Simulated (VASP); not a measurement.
Crystal: Mg2ZnO3.

```
CELL_PARAMETERS angstrom
3.03300 0.00000 0.00000
-1.51650 2.62665 0.00000
0.00000 0.00000 7.40332
ATOMIC_POSITIONS crystal
Mg 0.33333 0.66667 0.66580
Mg 0.66667 0.33333 0.33420
Zn 0.00000 0.00000 0.00000
O 0.33333 0.66667 0.17262
O 0.66667 0.33333 0.82738
O 0.00000 0.00000 0.50000
```

Program: VASP 6.6.1. Alike in all runs: task single point; level LDA+U; potentials or basis VASP PAW LDA potentials, release 64 (Mg, Zn, O); no spin polarisation; cell as given; k mesh 12 × 12 × 4; cutoff (eV) 520; smearing gaussian 0.01 eV.

Task: Order these runs on this cell by their pressure, lowest first.
A. U Zn d U = 2.0 eV
B. U Zn d U = 6.0 eV
C. U Zn d U = 8.0 eV

Result: C (-18.5 GPa), B (-16.8 GPa), A (-14.0 GPa).
